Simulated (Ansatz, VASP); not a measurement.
## Na6H: VASP beside Ansatz

The input INCAR:

```
SYSTEM = Na6H
ALGO = Normal
EDIFF = 1E-6
EDIFFG = -0.01
ENCUT = 600
GGA = PE
IBRION = 2
ISIF = 3
ISMEAR = 0
LASPH = .True.
LCHARG = .False.
LREAL = .False.
LWAVE = .False.
NELM = 100
NSW = 100
PREC = Accurate
SIGMA = 0.1
```

File KPOINTS:

```
k-points
0
Gamma
  6 6 6
  0 0 0
```

File POSCAR:

```
Na6H
1.0
    8.1950448706      0.0000000000      0.0000000000
    0.0000000000      8.1950448706      0.0000000000
    0.0000000000      0.0000000000      8.1950448706
Na H
6 1
Direct
    0.1979454976      0.5000000000      0.5000000000
    0.5000000000      0.1979454976      0.5000000000
    0.8020545024      0.5000000000      0.5000000000
    0.5000000000      0.8020545024      0.5000000000
    0.5000000000      0.5000000000      0.1979454976
    0.5000000000      0.5000000000      0.8020545024
    0.0000000000      0.0000000000      0.0000000000
```

Input for Ansatz:

```yaml
crystal:
  lattice:
    - [8.1950448706, 0.0, 0.0]
    - [0.0, 8.1950448706, 0.0]
    - [0.0, 0.0, 8.1950448706]
  atoms:
    - { symbol: Na, position: [0.1979454976, 0.5, 0.5] }
    - { symbol: Na, position: [0.5, 0.1979454976, 0.5] }
    - { symbol: Na, position: [0.8020545024, 0.5, 0.5] }
    - { symbol: Na, position: [0.5, 0.8020545024, 0.5] }
    - { symbol: Na, position: [0.5, 0.5, 0.1979454976] }
    - { symbol: Na, position: [0.5, 0.5, 0.8020545024] }
    - { symbol: H, position: [0.0, 0.0, 0.0] }
basis:
  ecutwfc: 420
kpoints:
  mp_grid: { grid: [6, 6, 6] }
hamiltonian:
  xc: pbe
scf:
  occupations: { method: gaussian, width: 0.1 }
output:
  forces: true
  stress: true
  eigenvalues: true
  write_density: true
  write_potential: true
  elf: true
  volumetric_format: npy
relax:
  adjacent_minimum: "off"
  f_tol: 0.01
  max_steps: 80
  cell: { stress_tol: 0.05 }
```

Change from the starting cell: species swapped into the SiB6 type (Pm-3m, No. 221).

Alike in both runs: task relaxation of cell and atoms; functional PBE; k mesh 6 × 6 × 6; occupations gaussian, width 0.1 eV; no spin polarisation.

|  | VASP | Ansatz |
| --- | --- | --- |
| version | VASP 6.6.1 | Ansatz 0.2.0 |
| potentials or method | VASP PAW PBE potentials, release 64 (Na_pv, H), cutoff 600 eV | scalar-relativistic, plane waves, PAW |
| valence electrons in the cell | 43 | 55 |

VASP gave:

* gap on the k mesh at the Fermi level, each at its own relaxed structure (eV): none
* relaxed volume (Å³/atom): 80.32
* relaxed cell length with the largest relative difference (Å): 8.254

Question: What did Ansatz give for the same quantities?

Answer: gap on the k mesh at the Fermi level, each at its own relaxed structure (eV): none; relaxed volume (Å³/atom): 80.07; relaxed cell length with the largest relative difference (Å): 8.245.

A gap of «none» marks a metal or a gap that the smearing closes. VASP's potentials hold 43 valence electrons a cell and Ansatz's 55, so a difference there can come from the potentials and not from the codes. Ansatz's warnings: xc potential rough in thin density.
